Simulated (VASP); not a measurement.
KF:

```xyz
2
Lattice="3.2590 0.0000 0.0000 0.0000 3.2590 0.0000 0.0000 0.0000 3.2590" Properties=species:S:1:pos:R:3 pbc="T T T"
K     0.0000    0.0000    0.0000
F     1.6295    1.6295    1.6295
```

Base run:

- Program: VASP 6.6.1
- Functional: B3LYP
- Potentials or basis: VASP PAW PBE potentials, release 64 (K_sv, F)
- Cutoff: 520 eV
- k mesh: 5 × 5 × 5
- Occupations: gaussian, width 0.01 eV
- Spin: no spin polarisation

Its results: band gap on the k mesh 8.61 eV (least direct gap 8.63 eV); pressure -0.5 GPa.

**Question.** The run is repeated on the same cell with these changes: functional from B3LYP to PBE; occupations from gaussian, width 0.01 eV to fermi-dirac, width 0.06 eV. What comes out?

**Answer.** Band gap on the k mesh 6.29 eV (least direct gap 6.31 eV); pressure 0.0 GPa.

Caveats: an odd mesh through Γ misses points on the zone boundary, where band edges can lie; the PAW data sets were made with another functional, which shifts forces and pressure a little (at least some runs).
